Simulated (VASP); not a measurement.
Write the native input for VASP 6.6.1 that does the following.

- Task: relaxation of cell and atoms
- Functional: PBEsol
- Potentials or basis: VASP PAW PBE potentials, release 64 (In_d, As)
- Cutoff: 600 eV
- k mesh: 11 × 11 × 11
- Occupations: fermi-dirac, width 0.08 eV
- Spin: no spin polarisation
- Dipole correction: no
- Further INCAR settings: ALGO = Normal; EDIFF = 1e-06; IBRION = 2; EDIFFG = -0.005; NSW = 60; ISIF = 3

The structure of InAs (zincblende type) lies in POSCAR:

```
InAs
1.0
    0.0000000000      3.1072325060      3.1072325060
    3.1072325060      0.0000000000      3.1072325060
    3.1072325060      3.1072325060      0.0000000000
In As
1 1
Direct
    0.0000000000      0.0000000000      0.0000000000
    0.2500000000      0.2500000000      0.2500000000
```

These files were run (other wordings do the same):

INCAR

```
SYSTEM = InAs
ALGO = Normal
EDIFF = 1E-6
EDIFFG = -0.005
ENCUT = 600
GGA = PS
IBRION = 2
ISIF = 3
ISMEAR = -1
LASPH = .TRUE.
LCHARG = .FALSE.
LREAL = .FALSE.
LWAVE = .FALSE.
NELM = 80
NSW = 60
PREC = Accurate
SIGMA = 0.08
```

KPOINTS

```
k-points
0
G
  11 11 11
  0 0 0
```

Potentials or basis: VASP PAW PBE potentials, release 64 (In_d, As).

Launch:

```sh
$ cat potpaw_PBE.64/In_d/POTCAR potpaw_PBE.64/As/POTCAR > POTCAR
$ mpirun -np 1 vasp_std > vasp.out
```

It gave:

The relaxed volume is 28.26 Å³/atom, the relaxed cell is a = 4.308 Å, b = 4.308 Å, c = 4.308 Å, α = 60.00°, β = 60.00°, γ = 60.00° and the space group after relaxing (to 0.05 Å) is F-43m (No. 216). The energy gained by relaxing is 16.8 meV/atom. The ionic steps are 13. The pressure after relaxing is 0.0 GPa. The band gap on the k mesh is zero (filled and empty bands touch).

Caveat: the PAW data sets were made with another functional, which shifts forces and pressure a little; spin-orbit coupling is left out, which moves the levels of the heavy elements.

Wall time 82 s on 1 thread of Intel(R) Xeon(R) 6975P-C (Granite Rapids), with other jobs on the host, peak memory 0.25 GiB.
